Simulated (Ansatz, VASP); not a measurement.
## Ta in VASP and in Ansatz

Contents of INCAR:

```
SYSTEM = Ta
ALGO     = Normal         ! electronic algorithm
EDIFF    = 1E-7           ! SCF threshold, eV
ENCUT    = 520            ! plane-wave cutoff, eV
GGA      = RP             ! functional
ISIF     = 2              ! what is computed and relaxed
ISMEAR   = -1             ! smearing method
LASPH    = .True.         ! aspherical terms in the spheres
LCHARG   = .False.        ! write CHGCAR
LREAL    = .False.        ! projectors in reciprocal space
LWAVE    = .False.        ! write WAVECAR
NBANDS   = 12             ! bands
NELM     = 100            ! most SCF steps
PREC     = Accurate       ! precision mode
SIGMA    = 0.1            ! smearing width, eV
```

The input KPOINTS:

```
k-points
0
Gamma
  13 13 13
  0 0 0
```

The input POSCAR:

```
Ta
1.0
    2.6450373195      0.0000000000      0.0000000000
    0.0000000000      2.6450373195      0.0000000000
    0.0000000000      0.0000000000      2.6450373195
Ta
1
Direct
    0.0000000000      0.0000000000      0.0000000000
```

Input for Ansatz:

```yaml
crystal:
  lattice:
    - [2.6450373195, 0.0, 0.0]
    - [0.0, 2.6450373195, 0.0]
    - [0.0, 0.0, 2.6450373195]
  atoms:
    - { symbol: Ta, position: [0.0, 0.0, 0.0] }
hamiltonian:
  xc: rpbe
  pseudopotentials:
    kind: paw
    azcp:
      Ta: "pseudopotentials/Ta.paw.azcp"
basis:
  ecutwfc: 420
  fft_grid_basis: typed
kpoints:
  mp_grid: { grid: [13, 13, 13], shift: [0, 0, 0] }
magnetization:
  spin_polarized: false
scf:
  occupations: { method: fermi_dirac, width: 0.1 }
  lower_state_search: "off"
output:
  stress: true
```

Alike in both runs: task single point; functional RPBE; k mesh 13 × 13 × 13; occupations fermi-dirac, width 0.1 eV; no spin polarisation.

|  | VASP | Ansatz |
| --- | --- | --- |
| version | VASP 6.6.1 | Ansatz 0.2.0 |
| potentials or method | VASP PAW PBE potentials, release 64 (Ta_pv), cutoff 520 eV | plane waves (420 eV) with PAW, scalar-relativistic |
| valence electrons in the cell | 11 | 13 |

Ansatz gave:

```
pressure (GPa) : 22.3
```

**Question.** What did VASP give for the same quantities?

**Answer.** Pressure (GPa): 22.6.

VASP's potentials were made for PBE, not for RPBE. VASP's potentials hold 11 valence electrons a cell and Ansatz's 13, so a difference there can come from the potentials and not from the codes.

Neither program's run includes spin-orbit coupling.
